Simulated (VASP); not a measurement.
Input of a VASP 6.6.1 run:

The input INCAR:

```
PREC = Accurate
ENCUT = 690
EDIFF = 1E-6
ISMEAR = -1
SIGMA = 0.1
LREAL = F
LASPH = T
NELM = 200
ALGO = Normal
ISIF = 2
LWAVE = F
LCHARG = F
ISPIN = 2
MAGMOM = 4
LORBIT = 11
LMAXMIX = 4
GGA = PE
NBANDS = 18
GGA_COMPAT = F
```

Contents of KPOINTS:

```
Automatic mesh
0
Gamma
  14 14 14
```

File POSCAR:

```
Fe
1.0
    0.0000000000      1.7720000000      1.7720000000
    1.7720000000      0.0000000000      1.7720000000
    1.7720000000      1.7720000000      0.0000000000
Fe
1
Direct
    0.0000000000      0.0000000000      0.0000000000
```

Potentials or basis: VASP PAW PBE potentials, release 64 (Fe_sv).

The run is started by

```bash
$ cat potpaw_PBE.64/Fe_sv/POTCAR > POTCAR
$ mpirun -np 1 vasp_std > vasp.out
```

(1) Predict the net moment.

(2) Predict the pressure.

Results:

(1) 1.25 μB per cell.

(2) -10.3 GPa.

Caveat: the cell stands under tension.
